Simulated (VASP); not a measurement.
Input of a VASP 6.6.1 run:

File POSCAR:

```
CO2
1.0
    4.1925575246      0.0000000000      0.0000000000
    0.0000000000      4.1925575246      0.0000000000
    0.0000000000      0.0000000000      4.6051154204
C O
2 4
Direct
    0.5000000000      0.5000000000      0.5000000000
    0.0000000000      0.0000000000      0.0000000000
    0.3042678613      0.6957321387      0.5000000000
    0.6957321387      0.3042678613      0.5000000000
    0.1957321387      0.1957321387      0.0000000000
    0.8042678613      0.8042678613      0.0000000000
```

INCAR.step1

```
SYSTEM = CO2
PREC = Accurate
ENCUT = 520
ISMEAR = 0
SIGMA = 0.01
LREAL = .FALSE.
LASPH = .TRUE.
NELM = 60
NBANDS = 25
GGA = PE
ALGO = Normal
EDIFF = 1E-4
LWAVE = .TRUE.
LCHARG = .FALSE.
```

Contents of INCAR.step2:

```
SYSTEM = CO2
PREC = Accurate
ENCUT = 520
EDIFF = 1E-6
ISMEAR = 0
SIGMA = 0.01
LREAL = .FALSE.
LASPH = .TRUE.
NELM = 60
ALGO = Normal
ISIF = 2
LWAVE = .FALSE.
LCHARG = .FALSE.
METAGGA = R2SCAN
LMIXTAU = .TRUE.
NBANDS = 25
ISTART = 1
```

KPOINTS

```
Automatic mesh
0
G
  6 6 6
  0 0 0
```

Potentials or basis: VASP PAW PBE potentials, release 64 (C, O).

Launch:

```sh
$ cat potpaw_PBE.64/C/POTCAR potpaw_PBE.64/O/POTCAR > POTCAR
$ cp INCAR.step1 INCAR
$ mpirun -np 1 vasp_std > vasp.out
$ cp INCAR.step2 INCAR
$ mpirun -np 1 vasp_std > vasp.out
```

Task: Predict the band gap on the k mesh.

Result: 7.25 eV (least direct gap 7.76 eV).

Task: Estimate the largest force.

Result: 0.705 eV/Å.

Task: Predict the pressure.

Result: 2.6 GPa.

Forces on the atoms (eV/Å):
```
C    0.000  0.000  0.000
C    0.000  0.000  0.000
O   -0.498  0.498  0.000
O    0.498 -0.498  0.000
O    0.498  0.498  0.000
O   -0.498 -0.498  0.000
```

Caveat: the PAW data sets were made with another functional, which shifts forces and pressure a little. A k mesh can miss the band edges.
